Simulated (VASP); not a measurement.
A run of VASP 6.6.1:

The input INCAR:

```
PREC = Accurate ; ENCUT = 600
EDIFF = 1E-6 ; ISMEAR = 0
SIGMA = 0.1 ; LREAL = F
LASPH = T ; NELM = 150
ALGO = Normal ; ISIF = 3
LWAVE = F ; LCHARG = F
ISPIN = 2 ; MAGMOM = 0 1 0
LORBIT = 11 ; LMAXMIX = 4
GGA = PE ; IBRION = 2
NSW = 90 ; EDIFFG = -0.04
```

KPOINTS

```
Automatic mesh
0
Gamma
  6 6 4
```

Contents of POSCAR:

```
CsPtS
1.0
    4.7226359300      0.0000000000      0.0000000000
   -2.3613179600      4.0899226900      0.0000000000
    0.0000000000      0.0000000000      5.1552094300
Cs Pt S
1 1 1
Direct
    0.0000000000      0.0000000000      0.0000000000
    0.6666666700      0.3333333300      0.5000000000
    0.3333333300      0.6666666700      0.5000000000
```

Potentials or basis: VASP PAW PBE potentials, release 64 (Cs_sv, Pt, S).

The run is started by

```bash
$ cat potpaw_PBE.64/Cs_sv/POTCAR potpaw_PBE.64/Pt/POTCAR potpaw_PBE.64/S/POTCAR > POTCAR
$ mpirun -np 1 vasp_std > vasp.out
```

Hardware: 1 thread of Oxide Virtual Turin-like Processor (shared host).

Problem. Estimate the wall time of this run.

Solution. Wall time 14 min on 1 thread of Oxide Virtual Turin-like Processor, on a shared host, peak memory 0.33 GiB. Counts: scf iterations 86, k points 21, ion steps 8.
